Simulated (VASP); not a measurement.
## BeCr2: relaxation of cell and atoms with r2SCAN

The system is BeCr2.

```xyz
3
Lattice="3.1453 0.0000 0.0000 -1.5726 2.7239 0.0000 0.0000 0.0000 3.3961" Properties=species:S:1:pos:R:3 pbc="T T T"
Be    0.0000    0.0000    0.0000
Cr    0.0000    1.8159    1.6980
Cr    1.5726    0.9080    1.6980
```

```yaml
Program: VASP 6.6.1
Task: relaxation of cell and atoms
Functional: r2SCAN
Potentials_or_basis: VASP PAW PBE potentials, release 64 (Be, Cr_pv)
Cutoff: 600 eV
k_mesh: 6 × 6 × 6
Occupations: gaussian, width 0.1 eV
Spin: no spin polarisation
Dipole_correction: no
Further_INCAR_settings: ALGO = Normal; EDIFF = 1e-06; IBRION = 2; EDIFFG = -0.04; NSW = 90; ISIF = 3
```

```json
{
 "Relaxed volume": "10.65 Å³/atom",
 "Relaxed cell": "a = 3.975 Å, b = 3.975 Å, c = 2.336 Å, α = 90.00°, β = 90.00°, γ = 120.00°",
 "Space group after relaxing (to 0.1 Å)": "P6/mmm (No. 191)",
 "Energy gained by relaxing": "1887.4 meV/atom",
 "Ionic steps": "13",
 "Pressure after relaxing": "-0.1 GPa",
 "Band gap on the k mesh": "zero (bands 13 and 14 overlap by 1.44 eV)"
}
```

Step by step:
| step | energy change (eV) | largest force (eV/Å) | pressure (GPa) | volume (Å³) |
| --- | --- | --- | --- | --- |
| 1 | 0.0000 | 0.0000 | 90.73 | 29.10 |
| 2 | -0.6550 | 0.0000 | -32.34 | 57.51 |
| 3 | -3.0880 | 0.0000 | -11.84 | 40.92 |
| 4 | -3.0932 | 0.0000 | -10.48 | 40.52 |
| 5 | -4.1031 | 0.0000 | -14.00 | 37.89 |
| 6 | -3.0737 | 0.0000 | 74.78 | 26.92 |
| 7 | -4.5541 | 0.0000 | -13.18 | 36.21 |
| 8 | -5.6622 | 0.0000 | -0.64 | 31.98 |
| 9 | -5.6589 | 0.0000 | 0.99 | 31.77 |
| 10 | -5.6615 | 0.0000 | -1.06 | 32.13 |
| 11 | -5.6620 | 0.0000 | -0.55 | 32.03 |
| 12 | -5.6619 | 0.0000 | 0.58 | 31.87 |
| 13 | -5.6622 | 0.0000 | -0.08 | 31.96 |

Final structure:
```
Be Cr
1.0
     3.97453    0.00000    0.00000
    -1.98726    3.44204    0.00000
     0.00000    0.00000    2.33586
Be Cr
1 2
Direct
  0.00000 0.00000 0.00000
  0.33333 0.66667 0.50000
  0.66667 0.33333 0.50000
```

Levels at points of the mesh, in eV from the Fermi level:
| k point | band 11 | band 12 | band 13 | band 14 | band 15 | band 16 |
| --- | --- | --- | --- | --- | --- | --- |
| (0.00, 0.00, 0.00) | -2.26 | -1.32 | -1.32 | 1.07 | 1.07 | 2.39 |
| (0.50, 0.00, 0.00) | -2.71 | -2.34 | -0.80 | 0.88 | 1.21 | 1.30 |
| (0.00, 0.00, 0.50) | -1.06 | -1.06 | -0.44 | -0.44 | -0.20 | -0.20 |
| (0.50, 0.00, 0.50) | -1.43 | -1.34 | -0.74 | 0.35 | 1.95 | 2.76 |

It took 8.1 min on 1 thread of Intel(R) Xeon(R) 6975P-C (Granite Rapids), on a shared host, peak memory 0.18 GiB.

Caveat: the k points lie up to 0.45 Å⁻¹ apart in the final cell, too coarse for converged energies and pressures of a metal; a cell axis changed by over 15 % at a fixed basis, so the end point is rough; the PAW data sets were made with another functional, which shifts forces and pressure a little; the run has no spin polarisation, though such a crystal can be magnetic. Spin polarisation is off, so any magnetic state and its effect on volume and gap are missing.
